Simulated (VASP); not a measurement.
PbSe:

```
CELL_PARAMETERS angstrom
0.00000 3.08870 3.08870
3.05782 0.00000 3.08870
3.05782 3.08870 0.00000
ATOMIC_POSITIONS crystal
Pb 0.00000 0.00000 0.00000
Se 0.50000 0.50000 0.50000
```

This cell differs from its parent crystal: uniaxial x strain -1.0%.

Base run:

```yaml
Program: VASP 6.6.1
Functional: PBE
Potentials_or_basis: VASP PAW PBE potentials, release 64 (Pb_d, Se)
Cutoff: 500 eV
k_mesh: 8 × 8 × 8
Occupations: fermi-dirac, width 0.02 eV
Spin: no spin polarisation
```

Its results: band gap on the k mesh 0.35 eV, direct; pressure 1.5 GPa.

The run is repeated on the same cell with these changes: functional from PBE to r2SCAN; cutoff from 500 eV to 550 eV; occupations from fermi-dirac, width 0.02 eV to gaussian, width 0.01 eV. What comes out?

Band gap on the k mesh 0.63 eV, direct; pressure 0.6 GPa.

Caveats: spin-orbit coupling is left out, which moves the levels of the heavy elements; the PAW data sets were made with another functional, which shifts forces and pressure a little (some runs).

A k mesh can miss the band edges.
